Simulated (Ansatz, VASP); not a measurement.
# Bi: VASP beside Ansatz

INCAR

```
SYSTEM = Bi
PREC = Accurate
ENCUT = 520
EDIFF = 1E-6
ISMEAR = -1
SIGMA = 0.1
LREAL = .FALSE.
LASPH = .TRUE.
NELM = 80
ALGO = Normal
ISIF = 2
LWAVE = .FALSE.
LCHARG = .TRUE.
GGA = PE
LELF = .TRUE.
LVHAR = .TRUE.
NBANDS = 30
```

KPOINTS

```
regular mesh
0
G
  7 7 11
  0 0 0
```

POSCAR

```
Bi
1.0
    5.8812539630      0.0000000000      0.0000000000
   -2.9406269815      5.0933153381      0.0000000000
    0.0000000000      0.0000000000      3.4621929693
Bi
3
Direct
    1.0000000000      1.0000000000      0.0000000000
    0.3333333333      0.6666666667      0.5000000000
    0.6666666667      0.3333333333      0.5000000000
```

Input for Ansatz:

```yaml
crystal:
  lattice:
    - [5.881253963, 0.0, 0.0]
    - [-2.9406269815, 5.0933153381, 0.0]
    - [0.0, 0.0, 3.4621929693]
  atoms:
    - { symbol: Bi, position: [1.0, 1.0, 0.0] }
    - { symbol: Bi, position: [0.3333333333, 0.6666666667, 0.5] }
    - { symbol: Bi, position: [0.6666666667, 0.3333333333, 0.5] }
hamiltonian:
  xc: pbe
  pseudopotentials:
    kind: paw
    azcp:
      Bi: "pseudopotentials/Bi.paw.azcp"
basis:
  ecutwfc: 420
  fft_grid_basis: typed
kpoints:
  mp_grid: { grid: [7, 7, 11], shift: [0, 0, 0] }
magnetization:
  spin_polarized: false
scf:
  occupations: { method: fermi_dirac, width: 0.1 }
  lower_state_search: "off"
output:
  stress: true
```

Alike in both runs: task single point; functional PBE; k mesh 7 × 7 × 11; occupations fermi-dirac, width 0.1 eV; no spin polarisation.

|  | VASP | Ansatz |
| --- | --- | --- |
| version | VASP 6.6.1 | Ansatz 0.2.0 |
| potentials or method | VASP PAW PBE potentials, release 64 (Bi_d), cutoff 520 eV | plane waves (420 eV) with PAW, scalar-relativistic |
| valence electrons in the cell | 45 | 45 |

```tsv
	VASP	Ansatz	Ansatz less VASP
pressure (GPa)	-3.2	-3.1	+0.07
traceless stress, the component that is largest in VASP (GPa)	0.28	0.28	0.000
```

Neither program's run includes spin-orbit coupling.
